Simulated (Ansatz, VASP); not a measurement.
## One calculation of FeRu, two programs

```xyz
2
Lattice="2.5326 0.0000 0.0000 -1.2663 2.1933 0.0000 0.0000 0.0000 3.9004" Properties=species:S:1:pos:R:3 pbc="T T T"
Fe    0.0000    0.0000    1.9502
Ru    1.2663    0.7311    0.0000
```

Change from the starting cell: volume scaled by 0.88, no spin polarisation, PAW files.

Alike in both runs: task single point; functional LDA; k mesh 12 × 12 × 7; occupations fermi-dirac, width 0.05 eV; no spin polarisation.

```csv
,VASP,Ansatz
version,VASP 6.6.1,Ansatz 0.2.0
potentials or method,"VASP PAW LDA potentials, release 64 (Fe_sv, Ru_sv)","PAW with Ansatz's default frozen-core files, scalar-relativistic"
plane-wave cutoff (eV),690,420
valence electrons in the cell,32,32
```

VASP gave:

* pressure (GPa): 23.7
* traceless stress, the component that is largest in VASP (GPa): 1.58

What did Ansatz give for the same quantities?

Pressure (GPa): 23.8; traceless stress, the component that is largest in VASP (GPa): 1.70.

LDA's correlation is that of Perdew and Zunger in VASP and of Perdew and Wang (1992) in Ansatz.
